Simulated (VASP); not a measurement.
# I (Pm-3m) in VASP: further runs, part 2 of 2

VASP 6.6.1.

### 4 Single point, LDA

This run uses another cell than the first one, of 37.38 Å³/atom.

Input file INCAR:

```
SYSTEM = I
PREC     = Accurate       ! precision mode
ENCUT    = 520            ! plane-wave cutoff, eV
EDIFF    = 1E-7           ! SCF threshold, eV
ISMEAR   = -1             ! smearing method
SIGMA    = 0.05           ! smearing width, eV
LREAL    = .False.        ! projectors in reciprocal space
LASPH    = .True.         ! aspherical terms in the spheres
NELM     = 80             ! most SCF steps
ALGO     = Normal         ! electronic algorithm
ISIF     = 2              ! what is computed and relaxed
LWAVE    = .False.        ! write WAVECAR
LCHARG   = .True.         ! write CHGCAR
GGA      = CA             ! functional
LELF     = .True.         ! ELF
LVHAR    = .True.       
NBANDS   = 10             ! bands
```

Input file KPOINTS:

```
regular mesh
0
Gamma
  13 13 13
  0 0 0
```

Input file POSCAR:

```
I
1.0
    3.3435004990      0.0000000000      0.0000000000
    0.0000000000      3.3435004990      0.0000000000
    0.0000000000      0.0000000000      3.3435004990
I
1
Direct
    0.0000000000      0.0000000000      0.0000000000
```

Potentials or basis: VASP PAW LDA potentials, release 64 (I).

Run with:

```bash
$ cat potpaw_LDA.64/I/POTCAR > POTCAR
$ mpirun -np 1 vasp_std > vasp.out
```

OUTCAR:

```text
SYSTEM = I
   PREC = Accurate
   ENCUT = 520
   EDIFF = 1E-7
   ISMEAR = -1
   LREAL = .False.
   LASPH = .True.
   NELM = 80
   ISIF = 2
   GGA = CA

 ion  position               nearest neighbor table
   1  0.000  0.000  0.000-

  LATTYP: Found a simple cubic cell.
 ALAT       =     3.3435004990

  Lattice vectors:

 A1 = (   3.3435004990,   0.0000000000,   0.0000000000)
 A2 = (   0.0000000000,   3.3435004990,   0.0000000000)
[... 489 lines left out ...]
      8      16.4906      0.00000
      9      17.1136      0.00000
     10      17.2429      0.00000

 [... further k-points ...]

------------------------ aborting loop because EDIFF is reached ----------------------------------------

  FORCE on cell =-STRESS in cart. coord.  units (eV):
  Direction    XX          YY          ZZ          XY          YZ          ZX
  --------------------------------------------------------------------------------------
  -------------------------------------------------------------------------------------
  Total        0.0079773      0.0079773      0.0079773      0.0000000      0.0000000     -0.0000000
  in kB        0.3419497      0.3419497      0.3419497      0.0000000      0.0000000     -0.0000000
  external PRESSURE =       0.3419497 kB  Pullay stress =       0.0000000 kB

 VOLUME and BASIS-vectors are now :
 -----------------------------------------------------------------------------
  energy-cutoff  :      520.00
  volume of cell :       37.38
      direct lattice vectors                 reciprocal lattice vectors
     3.343500499  0.000000000  0.000000000     0.299087738  0.000000000  0.000000000
     0.000000000  3.343500499  0.000000000     0.000000000  0.299087738  0.000000000
     0.000000000  0.000000000  3.343500499     0.000000000  0.000000000  0.299087738

 POSITION                                       TOTAL-FORCE (eV/Angst)
 -----------------------------------------------------------------------------------
      0.00000      0.00000      0.00000         0.000000      0.000000      0.000000
 -----------------------------------------------------------------------------------
    total drift:                                0.000000      0.000000      0.000000

  FREE ENERGIE OF THE ION-ELECTRON SYSTEM (eV)
  ---------------------------------------------------
  free  energy   TOTEN  =        -1.7589406494 eV

  energy  without entropy=       -1.7495891154  energy(sigma->0) =       -1.75426488
```

It took 33 s on 1 thread of Intel Xeon 8259CL, shared host; peak memory 0.16 GiB.

Results:

```yaml
Free_energy: -1.7589 eV
Pressure: 0.0 GPa
Band_gap_on_the_k_mesh: zero (an odd number of electrons rules out a gap without spin polarisation)
```

Caveat: spin-orbit coupling is left out, which moves the levels of the heavy elements; an odd number of electrons without spin polarisation forces a metal; a magnetic or distorted state may lie lower.

### 5 Single point, LDA

This run uses another cell than the first one, of 37.38 Å³/atom.

Input file INCAR:

```
  PREC = Accurate
  ENCUT = 520
  EDIFF = 1E-6
  ISMEAR = -1
  SIGMA = 0.05
  LREAL = F
  LASPH = T
  NELM = 60
  ALGO = Normal
  ISIF = 2
  LWAVE = F
  LCHARG = F
  NBANDS = 10
```

Input file KPOINTS:

```
regular mesh
0
Gamma
  13 13 13
```

POSCAR is that of step 4.

Run with:

```bash
$ cat potpaw_LDA.64/I/POTCAR > POTCAR
$ mpirun -np 1 vasp_std > vasp.out
```

It took 26 s on 1 thread of Intel Xeon 8259CL, shared host; peak memory 0.15 GiB.

It converged, with:

* Free energy: -1.7589 eV
* Pressure: 0.0 GPa
* Band gap on the k mesh: zero (an odd number of electrons rules out a gap without spin polarisation)

Levels at points of the mesh, in eV from the Fermi level:
| k point | band 1 | band 2 | band 3 | band 4 | band 5 | band 6 | band 7 | band 8 | band 9 |
| --- | --- | --- | --- | --- | --- | --- | --- | --- | --- |
| (0.00, 0.00, 0.00) | -14.18 | -0.20 | -0.20 | -0.20 | 5.25 | 6.25 | 6.25 | 16.37 | 16.37 |

Caveat: spin-orbit coupling is left out, which moves the levels of the heavy elements; an odd number of electrons without spin polarisation forces a metal; a magnetic or distorted state may lie lower.

### 6 Single point, LDA (37.38 Å³/atom)

This run uses another cell than the first one, of 37.38 Å³/atom.

Input file INCAR:

```
PREC = Accurate ; ENCUT = 520
EDIFF = 1E-6 ; ISMEAR = -1
SIGMA = 0.05 ; LREAL = False
LASPH = True ; NELM = 60
ALGO = Normal ; ISIF = 2
LWAVE = False ; LCHARG = False
GGA = CA ; NBANDS = 10
```

Input file KPOINTS:

```
Automatic mesh
0
Gamma
  13 13 13
```

POSCAR is that of step 5.

Potentials or basis: VASP PAW LDA potentials, release 64 (I).

Run with:

```bash
$ cat potpaw_LDA.64/I/POTCAR > POTCAR
$ mpirun -np 1 vasp_std > vasp.out
```

Wall time 27 s (1 thread of Intel Xeon 8259CL, shared host); peak memory 0.16 GiB.

It converged, with:

```
Free energy            : -1.7589 eV
Pressure               : 0.0 GPa
Band gap on the k mesh : zero (an odd number of electrons rules out a gap without spin polarisation)
```

Levels at points of the mesh, in eV from the Fermi level:
| k point | band 1 | band 2 | band 3 | band 4 | band 5 | band 6 | band 7 | band 8 | band 9 |
| --- | --- | --- | --- | --- | --- | --- | --- | --- | --- |
| (0.00, 0.00, 0.00) | -14.18 | -0.20 | -0.20 | -0.20 | 5.25 | 6.25 | 6.25 | 16.37 | 16.37 |

Caveat: spin-orbit coupling is left out, which moves the levels of the heavy elements; an odd number of electrons without spin polarisation forces a metal; a magnetic or distorted state may lie lower.

### 7 Relaxation of cell and atoms, LDA

This run uses another cell than the first one, of 36.72 Å³/atom.

Input file INCAR:

```
PREC = Accurate
ENCUT = 600
EDIFF = 1E-6
ISMEAR = -1
SIGMA = 0.05
LREAL = False
LASPH = True
NELM = 100
ALGO = Normal
ISIF = 3
LWAVE = False
LCHARG = False
GGA = CA
IBRION = 2
NSW = 60
EDIFFG = -0.005
```

Input file KPOINTS:

```
regular mesh
0
Gamma
  13 13 13
```

Input file POSCAR:

```
I
1.0
    3.3237949540      0.0000000000      0.0000000000
    0.0000000000      3.3237949540      0.0000000000
    0.0000000000      0.0000000000      3.3237949540
I
1
Direct
    0.0000000000      0.0000000000      0.0000000000
```

Run with:

```bash
$ cat potpaw_LDA.64/I/POTCAR > POTCAR
$ mpirun -np 1 vasp_std > vasp.out
```

Wall time 51 s (1 thread of Intel Xeon 8259CL, shared host); peak memory 0.16 GiB.

Results (log left out):

```
Free energy                           : -1.7589 eV
Relaxed volume                        : 37.41 Å³/atom
Relaxed cell                          : a = 3.345 Å, b = 3.345 Å, c = 3.345 Å, α = 90.00°, β = 90.00°, γ = 90.00°
Space group after relaxing (to 0.1 Å) : Pm-3m (No. 221)
Energy gained by relaxing             : 1.4 meV/atom
Ionic steps                           : 3
Pressure after relaxing               : 0.0 GPa
Band gap on the k mesh                : zero (an odd number of electrons rules out a gap without spin polarisation)
```

Step by step:
```tsv
step	energy change (eV)	largest force (eV/Å)	pressure (GPa)	volume (Å³)
1	0.0000	0.0000	0.65	36.72
2	-0.0014	0.0000	-0.10	37.52
3	-0.0014	0.0000	-0.01	37.41
```

Final structure:
```cif
data_structure
_symmetry_space_group_name_H-M 'P 1'
_symmetry_Int_Tables_number 1
_cell_length_a 3.3446
_cell_length_b 3.3446
_cell_length_c 3.3446
_cell_angle_alpha 90.000
_cell_angle_beta 90.000
_cell_angle_gamma 90.000
_cell_volume 37.41
loop_
_atom_site_label
_atom_site_type_symbol
_atom_site_fract_x
_atom_site_fract_y
_atom_site_fract_z
_atom_site_occupancy
I1 I 0.00000 0.00000 0.00000 1
```

Levels at points of the mesh, in eV from the Fermi level:
```csv
k point,band 1,band 2,band 3,band 4,band 5,band 6,band 7
"(0.00, 0.00, 0.00)",-14.17,-0.20,-0.20,-0.20,5.25,6.26,6.26
```

Caveat: spin-orbit coupling is left out, which moves the levels of the heavy elements; an odd number of electrons without spin polarisation forces a metal; a magnetic or distorted state may lie lower.

### 8 The runs side by side

```csv
task,cell,cutoff (eV),gap on the mesh (eV),pressure (GPa)
single point,"a = 3.204 Å, 1 atom",520,none,6.1
single point,"a = 3.344 Å, 1 atom",520,none,0.0
relaxation of cell and atoms,"relaxed from a = 3.324 Å, 1 atom",600,none,0.0
```

Alike in all rows: level LDA; potentials or basis VASP PAW LDA potentials, release 64 (I); no spin polarisation; k mesh 13 × 13 × 13; smearing fermi-dirac 0.05 eV.

Caveats: spin-orbit coupling is left out, which moves the levels of the heavy elements; an odd number of electrons without spin polarisation forces a metal; a magnetic or distorted state may lie lower; the cell stands under pressure (at least some runs).

Absolute energies hang on the potentials; compare differences alone.
